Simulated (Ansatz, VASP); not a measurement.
**MgS: VASP beside Ansatz**

POSCAR

```
MgS
1.0
    0.0000000000      2.9441119149      2.9441119149
    2.9441119149      0.0000000000      2.9441119149
    2.9441119149      2.9441119149      0.0000000000
Mg S
1 1
Direct
    0.0000000000      0.0000000000      0.0000000000
    0.2500000000      0.2500000000      0.2500000000
```

The input INCAR.step1:

```
ALGO = Normal ; EDIFF = 1E-5
ENCUT = 750 ; GGA = PE
GGA_COMPAT = F ; ISMEAR = 0
LASPH = T ; LCHARG = F
LREAL = F ; LWAVE = T
NBANDS = 15 ; NELM = 120
PREC = Accurate ; SIGMA = 0.01
```

INCAR.step2

```
ALGO = Normal ; EDIFF = 1E-6
ENCUT = 750 ; GGA_COMPAT = F
ISIF = 2 ; ISMEAR = 0
ISTART = 1 ; LASPH = T
LCHARG = F ; LMIXTAU = T
LREAL = F ; LWAVE = F
METAGGA = R2SCAN ; NBANDS = 15
NELM = 120 ; PREC = Accurate
SIGMA = 0.01
```

KPOINTS

```
k-points
0
Gamma
  8 8 8
```

Input for Ansatz:

```yaml
crystal:
  lattice:
    - [0.0, 2.9441119149, 2.9441119149]
    - [2.9441119149, 0.0, 2.9441119149]
    - [2.9441119149, 2.9441119149, 0.0]
  atoms:
    - { symbol: Mg, position: [0.0, 0.0, 0.0] }
    - { symbol: S, position: [0.25, 0.25, 0.25] }
kpoints:
  mp_grid: { grid: [8, 8, 8] }
  band_path:
    path:
      - [0.0, 0.0, 0.0]
      - [-0.5, -0.5, 0.0]
      - [-0.375, -0.375, 0.25]
      - [-0.375, 0.0, 0.375]
      - [0.0, 0.0, 0.5]
      - [-0.5, -0.25, 0.25]
    npoints: 1
hamiltonian:
  xc: r2scan
scf:
  occupations: { method: fixed }
  n_extra_bands: 4
output:
  forces: true
  stress: true
  eigenvalues: true
```

Change from the starting cell: hydrostatic strain +4.0%.

Alike in both runs: task single point; functional r2SCAN; k mesh 8 × 8 × 8; no spin polarisation.

```csv
,VASP,Ansatz
version,VASP 6.6.1,Ansatz 0.2.0
potentials or method,"VASP PAW PBE potentials, release 64 (Mg_sv, S)","plane waves, PAW"
plane-wave cutoff (eV),750,500
occupations,"gaussian, width 0.01 eV",fixed
valence electrons in the cell,16,16
```

```csv
,VASP,Ansatz,Ansatz less VASP
gap on the k mesh at the Fermi level (eV),3.55,3.55,-0.009
pressure (GPa),-5.7,-5.6,+0.17
```

VASP's potentials were made for PBE, not for r2SCAN.
